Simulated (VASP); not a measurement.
# K (Fm-3m) in VASP: further runs, part 2 of 2

VASP 6.6.1. Earlier steps stand in the parts before.

## (4) Single point, PBE+D3(BJ)

This run uses another cell than the first one, of 42.13 Å³/atom, 2.374 times its volume.

Contents of INCAR:

```
SYSTEM = K
PREC     = Accurate       ! precision mode
ENCUT    = 520            ! plane-wave cutoff, eV
EDIFF    = 1E-7           ! SCF threshold, eV
ISMEAR   = 0              ! smearing method
SIGMA    = 0.1            ! smearing width, eV
LREAL    = .False.        ! projectors in reciprocal space
LASPH    = .True.         ! aspherical terms in the spheres
NELM     = 60             ! most SCF steps
ALGO     = Normal         ! electronic algorithm
ISIF     = 2              ! what is computed and relaxed
LWAVE    = .False.        ! write WAVECAR
LCHARG   = .False.        ! write CHGCAR
GGA      = PE             ! functional
IVDW     = 12             ! dispersion correction
NBANDS   = 10             ! bands
```

Contents of KPOINTS:

```
regular mesh
0
Gamma
  12 12 12
  0 0 0
```

Contents of POSCAR:

```
K
1.0
    0.0000000000      2.7618694554      2.7618694554
    2.7618694554      0.0000000000      2.7618694554
    2.7618694554      2.7618694554      0.0000000000
K
1
Direct
    0.0000000000      0.0000000000      0.0000000000
```

Started as:

```console
> cat potpaw_PBE.64/K_sv/POTCAR > POTCAR
> mpirun -np 1 vasp_std > vasp.out
```

Wall time 17 s (1 thread of Intel Xeon Platinum 8488C (Sapphire Rapids), shared host); peak memory 0.18 GiB.

Results (log left out):

* Free energy: -0.8807 eV
* Pressure: 5.0 GPa
* Dispersion energy per atom: -0.195 eV

Levels at points of the mesh, in eV from the Fermi level:
```
           k point  band 2  band 3  band 4  band 5  band 6  band 7  band 8  band 9
(0.00, 0.00, 0.00)  -15.39  -15.39  -15.39   -3.02    4.55    4.55    4.55    6.34
(0.50, 0.00, 0.00)  -15.80  -15.44  -15.44    0.18    1.01    4.26    4.26    7.53
(0.50, 0.50, 0.00)  -15.77  -15.53  -15.53    0.42    1.95    2.38    7.38    7.38
```

Caveat: pairwise dispersion overbinds metals, which lowers pressure and volume.

## (5) Single point, PBE+D3(BJ)

This run uses another cell than the first one, of 34.23 Å³/atom, 1.928 times its volume.

Contents of INCAR:

```
SYSTEM = K
PREC = Accurate
ENCUT = 520
EDIFF = 1E-6
ISMEAR = 0
SIGMA = 0.1
LREAL = .FALSE.
LASPH = .TRUE.
NELM = 60
ALGO = Normal
ISIF = 2
LWAVE = .FALSE.
LCHARG = .FALSE.
GGA = PE
IVDW = 12
NBANDS = 10
```

Contents of KPOINTS:

```
Automatic mesh
0
G
  14 14 14
  0 0 0
```

Contents of POSCAR:

```
K
1.0
    0.0000000000      2.5770271559      2.5770271559
    2.5770271559      0.0000000000      2.5770271559
    2.5770271559      2.5770271559      0.0000000000
K
1
Direct
    0.0000000000      0.0000000000      0.0000000000
```

Potentials or basis: VASP PAW PBE potentials, release 64 (K_sv).

Started as:

```console
> cat potpaw_PBE.64/K_sv/POTCAR > POTCAR
> mpirun -np 1 vasp_std > vasp.out
```

OUTCAR:

```text
SYSTEM = K
   PREC = Accurate
   ENCUT = 520
   EDIFF = 1E-6
   ISMEAR = 0
   LREAL = .FALSE.
   LASPH = .TRUE.
   NELM = 60
   ISIF = 2
   GGA = PE
   IVDW = 12
 IVDW          = 12

 ion  position               nearest neighbor table
   1  0.000  0.000  0.000-

  LATTYP: Found a face centered cubic cell.
 ALAT       =     5.1540543118

  Lattice vectors:

 A1 = (   0.0000000000,   2.5770271559,   2.5770271559)
[... 491 lines left out ...]
      9       8.2772      0.00000
     10       9.6584      0.00000

 [... further k-points ...]

------------------------ aborting loop because EDIFF is reached ----------------------------------------

 Edisp (eV)   -0.24039

 E8    (eV) :    -0.1268

  FORCE on cell =-STRESS in cart. coord.  units (eV):
  Direction    XX          YY          ZZ          XY          YZ          ZX
  --------------------------------------------------------------------------------------
  -------------------------------------------------------------------------------------
  Total       2.14484     2.14484     2.14484    -0.00000    -0.00000     0.00000
  in kB     100.39637   100.39637   100.39637    -0.00000    -0.00000     0.00000
  external pressure =      100.40 kB  Pullay stress =        0.00 kB

 VOLUME and BASIS-vectors are now :
 -----------------------------------------------------------------------------
  energy-cutoff  :      520.00
  volume of cell :       34.23
      direct lattice vectors                 reciprocal lattice vectors
     0.000000000  2.577027156  2.577027156    -0.194022014  0.194022014  0.194022014
     2.577027156  0.000000000  2.577027156     0.194022014 -0.194022014  0.194022014
     2.577027156  2.577027156  0.000000000     0.194022014  0.194022014 -0.194022014

 POSITION                                       TOTAL-FORCE (eV/Angst)
 -----------------------------------------------------------------------------------
      0.00000      0.00000      0.00000        -0.000000     -0.000000     -0.000000
 -----------------------------------------------------------------------------------
    total drift:                               -0.000000     -0.000000     -0.000000

  FREE ENERGIE OF THE ION-ELECTRON SYSTEM (eV)
  ---------------------------------------------------
  free  energy   TOTEN  =        -0.5235870317 eV

  energy  without entropy=       -0.5177226405  energy(sigma->0) =       -0.52065484
```

stdout:

```text
POSCAR found type information on POSCAR K
 POSCAR found :  1 types and       1 ions
 scaLAPACK will be used
 LDA part: xc-table for (Slater+PW92), standard interpolation
 POSCAR, INCAR and KPOINTS ok, starting setup
 FFT: planning ... GRIDC
 FFT: planning ... GRID_SOFT
 FFT: planning ... GRID
 WAVECAR not read
 entering main loop
```

Wall time 15 s (1 thread of Intel Xeon Platinum 8488C (Sapphire Rapids), shared host); peak memory 0.18 GiB.

Results:

- Free energy: -0.5236 eV
- Pressure: 10.0 GPa
- Dispersion energy per atom: -0.240 eV

Caveat: pairwise dispersion overbinds metals, which lowers pressure and volume.

## (6) Single point, PBE+D3(BJ)

This run uses another cell than the first one, of 51.83 Å³/atom, 2.920 times its volume.

Contents of INCAR:

```
SYSTEM = K
ALGO = Normal
EDIFF = 1E-6
ENCUT = 520
GGA = PE
ISIF = 2
ISMEAR = 0
IVDW = 12
LASPH = .True.
LCHARG = .False.
LREAL = .False.
LWAVE = .False.
NBANDS = 10
NELM = 60
PREC = Accurate
SIGMA = 0.1
```

Contents of KPOINTS:

```
k-points
0
Gamma
  12 12 12
  0 0 0
```

Contents of POSCAR:

```
K
1.0
    0.0000000000      2.9593398976      2.9593398976
    2.9593398976      0.0000000000      2.9593398976
    2.9593398976      2.9593398976      0.0000000000
K
1
Direct
    0.0000000000      0.0000000000      0.0000000000
```

Potentials or basis: VASP PAW PBE potentials, release 64 (K_sv).

Started as:

```console
> cat potpaw_PBE.64/K_sv/POTCAR > POTCAR
> mpirun -np 1 vasp_std > vasp.out
```

Run time: 12 s. Hardware: 1 thread of Intel Xeon Platinum 8488C (Sapphire Rapids), shared host; peak memory 0.19 GiB.

The run converged. Its results:

```yaml
Free_energy: -1.0806 eV
Pressure: 2.0 GPa
Dispersion_energy_per_atom: -0.159 eV
```

Levels at points of the mesh, in eV from the Fermi level:
```
           k point  band 2  band 3  band 4  band 5  band 6  band 7  band 8  band 9
(0.00, 0.00, 0.00)  -15.40  -15.40  -15.40   -2.68    4.49    4.49    4.49    6.05
(0.50, 0.00, 0.00)  -15.62  -15.43  -15.43    0.29    0.78    4.23    4.23    7.07
(0.50, 0.50, 0.00)  -15.60  -15.48  -15.48    0.70    1.92    2.19    6.36    6.36
```

Caveat: pairwise dispersion overbinds metals, which lowers pressure and volume.

## (7) Overview

| cell | k mesh | gap on the mesh (eV) | pressure (GPa) |
| --- | --- | --- | --- |
| a = 2.928 Å, angles 60.0°, 1 atom | 16 × 16 × 16 | none | 40.7 |
| a = 3.317 Å, angles 60.0°, 1 atom | 14 × 14 × 14 | none | 20.0 |
| a = 3.906 Å, angles 60.0°, 1 atom | 12 × 12 × 12 | none | 5.0 |
| a = 3.644 Å, angles 60.0°, 1 atom | 14 × 14 × 14 | none | 10.0 |
| a = 4.185 Å, angles 60.0°, 1 atom | 12 × 12 × 12 | none | 2.0 |

Alike in all rows: task single point; level PBE+D3(BJ); potentials or basis VASP PAW PBE potentials, release 64 (K_sv); no spin polarisation; cutoff (eV) 520; smearing gaussian 0.1 eV.

Caveats: pairwise dispersion overbinds metals, which lowers pressure and volume.

Total energies depend on the potentials used, so only differences within one code and one set of settings carry meaning.
